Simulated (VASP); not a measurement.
# HgTe (zincblende type) (F-43m) in VASP: relaxation of cell and atoms with r2SCAN

Aim: the relaxation of cell and atoms of HgTe (zincblende type) with r2SCAN.

Everything below comes from runs of VASP 6.6.1. Logs are shortened: lines on timing, memory, paths and dates and some standing lists are left out, and cuts for length are marked.

**1. The cell of the first run**

Symmetry: F-43m, No. 216, cubic system. Conventional cell: a = 6.214 Å, b = 6.214 Å, c = 6.214 Å, α = 90.00°, β = 90.00°, γ = 90.00°. Hg (site symmetry -43m) has 4 Te at 2.69 Å within 3.5 Å. Te (site symmetry -43m) has 4 Hg at 2.69 Å within 3.5 Å.

**2. Relaxation of cell and atoms, r2SCAN**

The input, POSCAR:

```
HgTe
1.0
    0.0000000000      3.1072325060      3.1072325060
    3.1072325060      0.0000000000      3.1072325060
    3.1072325060      3.1072325060      0.0000000000
Hg Te
1 1
Direct
    0.0000000000      0.0000000000      0.0000000000
    0.2500000000      0.2500000000      0.2500000000
```

The input, INCAR.step1:

```
SYSTEM = HgTe
PREC = Accurate
ENCUT = 600
ISMEAR = -1
SIGMA = 0.08
LREAL = .False.
LASPH = .True.
NELM = 100
GGA = PE
ALGO = Normal
EDIFF = 1E-4
LWAVE = .True.
LCHARG = .False.
```

The input, INCAR.step2:

```
SYSTEM = HgTe
PREC = Accurate
ENCUT = 600
EDIFF = 1E-6
ISMEAR = -1
SIGMA = 0.08
LREAL = .False.
LASPH = .True.
NELM = 100
ALGO = Normal
ISIF = 3
LWAVE = .False.
LCHARG = .False.
METAGGA = R2SCAN
LMIXTAU = .True.
IBRION = 2
NSW = 60
EDIFFG = -0.005
ISTART = 1
```

The input, KPOINTS:

```
regular mesh
0
Gamma
  12 12 12
  0 0 0
```

Potentials or basis: VASP PAW PBE potentials, release 64 (Hg, Te).

Command:

```sh
> cat potpaw_PBE.64/Hg/POTCAR potpaw_PBE.64/Te/POTCAR > POTCAR
> cp INCAR.step1 INCAR
> mpirun -np 1 vasp_std > vasp.out
> cp INCAR.step2 INCAR
> mpirun -np 1 vasp_std > vasp.out
```

OUTCAR:

```text
SYSTEM = HgTe
   PREC = Accurate
   ENCUT = 600
   EDIFF = 1E-6
   ISMEAR = -1
   LREAL = .False.
   LASPH = .True.
   NELM = 100
   ISIF = 3
   METAGGA = R2SCAN
   IBRION = 2
   NSW = 60
   EDIFFG = -0.005
   ISTART = 1

 ion  position               nearest neighbor table
   1  0.000  0.000  0.000-   2 2.69   2 2.69   2 2.69   2 2.69
   2  0.250  0.250  0.250-   1 2.69   1 2.69   1 2.69   1 2.69

  LATTYP: Found a face centered cubic cell.
 ALAT       =     6.2144650120

  Lattice vectors:

 A1 = (   0.0000000000,   3.1072325060,   3.1072325060)
 A2 = (   3.1072325060,   0.0000000000,   3.1072325060)
 A3 = (   3.1072325060,   3.1072325060,   0.0000000000)

Analysis of symmetry for initial positions (statically):
=====================================================================
 Subroutine PRICEL returns:
 Original cell was already a primitive cell.

 Routine SETGRP: Setting up the symmetry group for a
 face centered cubic supercell.

 Subroutine GETGRP returns: Found 24 space group operations
 (whereof 24 operations were pure point group operations)
 out of a pool of 48 trial point group operations.

The static configuration has the point symmetry T_d .

Analysis of symmetry for dynamics (positions and initial velocities):
=====================================================================
 Subroutine PRICEL returns:
 Original cell was already a primitive cell.

 Routine SETGRP: Setting up the symmetry group for a
 face centered cubic supercell.

 Subroutine GETGRP returns: Found 24 space group operations
 (whereof 24 operations were pure point group operations)
 out of a pool of 48 trial point group operations.

The dynamic configuration has the point symmetry T_d .

 Subroutine INISYM returns: Found 24 space group operations
 (whereof 24 operations are pure point group operations),
 and found     1 'primitive' translations

----------------------------------------------------------------------------------------

                                     Primitive cell

  volume of cell :      60.0000

  direct lattice vectors                    reciprocal lattice vectors
     0.000000000  3.107232506  3.107232506    -0.160914897  0.160914897  0.160914897
     3.107232506  0.000000000  3.107232506     0.160914897 -0.160914897  0.160914897
     3.107232506  3.107232506  0.000000000     0.160914897  0.160914897 -0.160914897

  length of vectors
     4.394290351  4.394290351  4.394290351     0.278712778  0.278712778  0.278712778

  position of ions in fractional coordinates (direct lattice)
     0.000000000  0.000000000  0.000000000
     0.250000000  0.250000000  0.250000000

  ion indices of the primitive-cell ions
   primitive index   ion index
                 1           1
                 2           2

----------------------------------------------------------------------------------------

 KPOINTS: regular mesh

Automatic generation of k-mesh.
 Grid dimensions read from file:
 generate k-points for:   12   12   12

 Generating k-lattice:

  Cartesian coordinates                     Fractional coordinates (reciprocal lattice)
    -0.013409575  0.013409575  0.013409575     0.083333333  0.000000000  0.000000000
     0.013409575 -0.013409575  0.013409575     0.000000000  0.083333333  0.000000000
     0.013409575  0.013409575 -0.013409575     0.000000000  0.000000000  0.083333333

  Length of vectors
     0.023226065  0.023226065  0.023226065

  Shift w.r.t. Gamma in fractional coordinates (k-lattice)
     0.000000000  0.000000000  0.000000000

 Subroutine IBZKPT returns following result:
 ===========================================

 Found     72 irreducible k-points:

 Following reciprocal coordinates:
            Coordinates               Weight
  0.000000  0.000000  0.000000      1.000000
  0.083333  0.000000  0.000000      8.000000
  0.166667  0.000000  0.000000      8.000000
  0.250000  0.000000  0.000000      8.000000
  0.333333  0.000000  0.000000      8.000000
  0.416667  0.000000  0.000000      8.000000
[... 16 lines left out ...]
  0.500000  0.166667  0.000000     24.000000
 -0.416667  0.166667  0.000000     24.000000
 [... further k-points ...]
   k-points           NKPTS =     72   k-points in BZ     NKDIM =     72   number of bands    NBANDS=     13
   number of dos      NEDOS =    301   number of ions     NIONS =      2
   total plane-waves  NPLWV =  46656
   dimension x,y,z NGX =    36 NGY =   36 NGZ =   36
   dimension x,y,z NGXF=    72 NGYF=   72 NGZF=   72
   ions per type =               1   1
   NGX,Y,Z   is equivalent  to a cutoff of  13.62, 13.62, 13.62 a.u.
   NGXF,Y,Z  is equivalent  to a cutoff of  27.24, 27.24, 27.24 a.u.
 SYSTEM =  HgTe
   PREC   = accura    normal or accurate (medium, high low for compatibility)
   ISTART =      1    job   : 0-new  1-cont  2-samecut
   ICHARG =      0    charge: 1-file 2-atom 10-const
   ISPIN  =      1    spin polarized calculation?
   LNONCOLLINEAR =      F non collinear calculations
   LSORBIT =      F    spin-orbit coupling
   LASPH  =      T    aspherical Exc in radial PAW
   ENCUT  =  600.0 eV  44.10 Ry    6.64 a.u.   8.78  8.78  8.78*2*pi/ulx,y,z
   NELM   =    100;   NELMIN=  2; NELMDL=  0     # of ELM steps
   EDIFF  = 0.1E-05   stopping-criterion for ELM
   LREAL  =      F    real-space projection
   EDIFFG = -.5E-02   stopping-criterion for IOM
   NSW    =     60    number of steps for IOM
   IBRION =      2    ionic relax: 0-MD 1-quasi-New 2-CG
   NFREE  =      1    steps in history (QN), initial steepest desc. (CG)
   ISIF   =      3    stress and relaxation
   ISYM   =      2    0-nonsym 1-usesym 2-fastsym
   POTIM  = 0.5000    time-step for ionic-motion
   TEBEG  =    0.0;   TEEND  =   0.0 temperature during run
   PSTRESS=    0.0 pullay stress
   NELECT =      18.0000    total number of electrons
   NUPDOWN=      -1.0000    fix difference up-down
   EMIN   =  10.00;   EMAX   =-10.00  energy-range for DOS
   EFERMI =   0.00;   METHOD = LEGACY
   ISMEAR =    -1;   SIGMA  =   0.08  broadening in eV -4-tet -1-fermi 0-gaus
   EFERMI_NEDOS =   21; number of points for ismear=-14 and -15
   IALGO  =     38    algorithm
   IMIX   =      4    mixing-type and parameters
     AMIX     =   0.40;   BMIX     =  1.00
     AMIX_MAG =   1.60;   BMIX_MAG =  1.00
  volume/ion in A,a.u.               =      30.00       202.45
  Fermi-wavevector in a.u.,A,eV,Ry     =   1.095928  2.071003 16.341381  1.201058
  Thomas-Fermi vector in A             =   2.232260
   LORBIT       =      0    0 simple, 1 ext, 2 COOP (PROOUT), +10 PAW based schemes
   METAGGA = R2SCAN    functional components
   LHFCALC =     F    Hartree Fock is set to
   AEXX    =    0.0000 exact exchange contribution
   IVDW    =     0    specifies the selected vdW correction
   LEPSILON=     F    determine dielectric tensor
   LRPA    =     F    only Hartree local field effects (RPA)
 conjugate gradient relaxation of ions
 non-spin polarized calculation
  energy-cutoff  :      600.00
  volume of cell :       60.00
 maximum number of plane-waves:      2044
   NGX = 17   NGY = 17   NGZ = 17

--------------------------------------- Ionic step        1  -------------------------------------------

 number of electron      18.0000002 magnetization

 Free energy of the ion-electron system (eV)
  ---------------------------------------------------
  ext. energy  EPLUGINS =         0.00000000
  ---------------------------------------------------
  free energy    TOTEN  =       -74.85736077 eV

  energy without entropy =      -74.85693281  energy(sigma->0) =      -74.85714679

------------------------ aborting loop because EDIFF is reached ----------------------------------------

  FORCE on cell =-STRESS in cart. coord.  units (eV):
  Direction    XX          YY          ZZ          XY          YZ          ZX
  --------------------------------------------------------------------------------------
  -------------------------------------------------------------------------------------
  Total        3.9300225      3.9300225      3.9300225     -0.0000000     -0.0000000      0.0000000
  in kB      104.9432162    104.9432162    104.9432162     -0.0000000     -0.0000000      0.0000000
  external PRESSURE =     104.9432162 kB  Pullay stress =       0.0000000 kB
[... 129 lines left out ...]
  energy  without entropy=      -75.1624684372  energy(sigma->0) =      -75.16276924

--------------------------------------- Ionic step        5  -------------------------------------------

 number of electron      18.0000001 magnetization

 Free energy of the ion-electron system (eV)
  ---------------------------------------------------
  ext. energy  EPLUGINS =         0.00000000
  ---------------------------------------------------
  free energy    TOTEN  =       -75.16312812 eV

  energy without entropy =      -75.16253354  energy(sigma->0) =      -75.16283083

 E-fermi :   2.5419     XC(G=0):  -9.0726

 val. band max:        2.3342807538   @ k =   0.0000   0.0000   0.0000
 cond. band min:       2.8673552505   @ k =   0.0833   0.0000   0.0000
 fundamental gap:      0.5330744966
 Fermi energy:         2.5419411706

 k-point     1 :       0.0000    0.0000    0.0000
  band No.  band energies     occupation
      1      -9.7040      2.00000
      2      -5.0137      2.00000
      3      -5.0137      2.00000
      4      -5.0137      2.00000
      5      -4.5041      2.00000
      6      -4.5041      2.00000
      7       1.7885      1.99984
      8       2.3343      1.86118
      9       2.3343      1.86118
     10       2.3343      1.86118
     11       6.9968      0.00000
     12       6.9968      0.00000
     13       6.9968      0.00000
[... 353 lines left out ...]
 k-point    24 :      -0.4167    0.1667    0.0000
  band No.  band energies     occupation
      1      -9.1124      2.00000
      2      -4.8694      2.00000
      3      -4.8520      2.00000
      4      -4.5175      2.00000
      5      -4.4936      2.00000
      6      -4.1912      2.00000
      7      -2.8504      2.00000
      8       0.3213      2.00000
      9       1.1859      2.00000
     10       4.3370      0.00000
     11       7.2719      0.00000
     12       8.3244      0.00000
     13       9.3366      0.00000

 [... further k-points ...]
[... 5 lines left out ...]
  --------------------------------------------------------------------------------------
  -------------------------------------------------------------------------------------
  Total        0.0078063      0.0078063      0.0078063     -0.0000000      0.0000000     -0.0000000
  in kB        0.1760040      0.1760040      0.1760040     -0.0000000      0.0000000     -0.0000000
  external PRESSURE =       0.1760040 kB  Pullay stress =       0.0000000 kB
[... 17 lines left out ...]
  FREE ENERGIE OF THE ION-ELECTRON SYSTEM (eV)
  ---------------------------------------------------
  free  energy   TOTEN  =       -75.1631281170 eV

  energy  without entropy=      -75.1625335415  energy(sigma->0) =      -75.16283083

 reached required accuracy - stopping structural energy minimisation
```

Wall time 6.6 min (1 thread of Intel Xeon 6975P-C (Granite Rapids), shared host); peak memory 0.29 GiB.

Results:

* Free energy: -75.1631 eV
* Relaxed volume: 35.53 Å³/atom
* Relaxed cell: a = 4.649 Å, b = 4.649 Å, c = 4.649 Å, α = 60.00°, β = 60.00°, γ = 60.00°
* Space group after relaxing (to 0.1 Å): F-43m (No. 216)
* Energy gained by relaxing: 152.9 meV/atom
* Ionic steps: 5
* Pressure after relaxing: 0.0 GPa
* Band gap on the k mesh: zero (filled and empty bands touch)

Step by step:
| step | energy change (eV) | largest force (eV/Å) | pressure (GPa) | volume (Å³) |
| --- | --- | --- | --- | --- |
| 1 | 0.0000 | 0.0000 | 10.49 | 60.00 |
| 2 | -0.2223 | 0.0000 | -3.15 | 78.73 |
| 3 | -0.3058 | 0.0000 | 0.03 | 71.04 |
| 4 | -0.3057 | 0.0000 | -0.10 | 71.27 |
| 5 | -0.3058 | 0.0000 | 0.02 | 71.06 |

Final structure:
```
CELL_PARAMETERS angstrom
0.00000 3.28751 3.28751
3.28751 0.00000 3.28751
3.28751 3.28751 0.00000
ATOMIC_POSITIONS crystal
Hg 0.00000 0.00000 0.00000
Te 0.25000 0.25000 0.25000
```

Caveat: the volume moved by over 15 % at a fixed basis, so the end points are rough; semilocal functionals underestimate gaps, so a narrow gap can read as zero; the PAW data sets were made with another functional, which shifts forces and pressure a little; spin-orbit coupling is left out, which moves the levels of the heavy elements.
